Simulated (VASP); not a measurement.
A run of VASP 6.6.1:

Contents of INCAR:

```
PREC = Accurate ; ENCUT = 520
EDIFF = 1E-7 ; ISMEAR = -1
SIGMA = 0.1 ; LREAL = False
LASPH = True ; NELM = 60
ALGO = Normal ; ISIF = 2
LWAVE = False ; LCHARG = False
NBANDS = 11
```

File KPOINTS:

```
regular mesh
0
Gamma
  23 23 23
```

File POSCAR:

```
Pd
1.0
    0.0000000000      1.8951765666      1.8951765666
    1.8951765666      0.0000000000      1.8951765666
    1.8951765666      1.8951765666      0.0000000000
Pd
1
Direct
    0.0000000000      0.0000000000      0.0000000000
```

Potentials or basis: VASP PAW LDA potentials, release 64 (Pd).

Launch:

```bash
$ cat potpaw_LDA.64/Pd/POTCAR > POTCAR
$ mpirun -np 1 vasp_std > vasp.out
```

Hardware: 1 thread of Intel Xeon 8259CL (shared host).

How long does it take, and how much memory?

It took 65 s on 1 thread of Intel Xeon 8259CL, on a shared host, peak memory 0.16 GiB. Counts: scf iterations 12, k points 364.
